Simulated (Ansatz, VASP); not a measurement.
**BaTe in VASP and in Ansatz**

File INCAR:

```
SYSTEM = BaTe
  PREC = Accurate
  ENCUT = 520
  EDIFF = 1E-7
  ISMEAR = -1
  SIGMA = 0.05
  LREAL = .False.
  LASPH = .True.
  NELM = 60
  ALGO = Normal
  ISIF = 2
  LWAVE = .False.
  LCHARG = .False.
  GGA = PS
  NBANDS = 15
```

Contents of KPOINTS:

```
regular mesh
0
Gamma
  10 10 10
  0 0 0
```

Contents of POSCAR:

```
BaTe
1.0
    0.0000000000      3.3418000000      3.4100000000
    3.3418000000      0.0000000000      3.4100000000
    3.3418000000      3.3418000000      0.0000000000
Ba Te
1 1
Direct
    0.0000000000      0.0000000000      0.0000000000
    0.5000000000      0.5000000000      0.5000000000
```

Input for Ansatz:

```yaml
crystal:
  lattice:
    - [0.0, 3.3418, 3.41]
    - [3.3418, 0.0, 3.41]
    - [3.3418, 3.3418, 0.0]
  atoms:
    - { symbol: Ba, position: [0.0, 0.0, 0.0] }
    - { symbol: Te, position: [0.5, 0.5, 0.5] }
kpoints:
  mp_grid: { grid: [10, 10, 10] }
  band_path:
    path:
      - [0.0, 0.0, 0.0]
      - [0.0, 0.5, 0.5]
      - [0.25, 0.75, 0.5]
      - [0.0, 0.5, 0.0]
      - [0.0, 0.0, 0.0]
      - [0.5, 0.5, 0.0]
      - [0.37005, 0.62995, 0.0]
      - [-0.37005, 0.37005, 0.0]
      - [0.0, 0.0, 0.0]
    npoints: 5
scf:
  occupations: { method: fermi_dirac, width: 0.05 }
hamiltonian:
  xc: pbesol
  pseudopotentials: { kind: all_electron, lapw: { basis_error: 0.00025 } }
output:
  forces: true
  stress: true
  eigenvalues: true
```

Change from the starting cell: equal xx and yy strain of -2 %.

Alike in both runs: task single point; functional PBEsol; k mesh 10 × 10 × 10; occupations fermi-dirac, width 0.05 eV; no spin polarisation.

|  | VASP | Ansatz |
| --- | --- | --- |
| version | VASP 6.6.1 | Ansatz 0.2.0 |
| potentials or method | VASP PAW PBE potentials, release 64 (Ba_sv, Te), cutoff 520 eV | all-electron LAPW, scalar-relativistic |

|  | VASP | Ansatz | Ansatz less VASP |
| --- | --- | --- | --- |
| pressure (GPa) | 4.3 | 3.7 | -0.53 |
| traceless stress, the component that is largest in VASP (GPa) | -1.48 | -1.40 | +0.075 |

VASP's potentials were made for PBE, not for PBEsol. Ansatz ran all-electron here, and VASP with PAW potentials.

Spin-orbit coupling is off throughout.
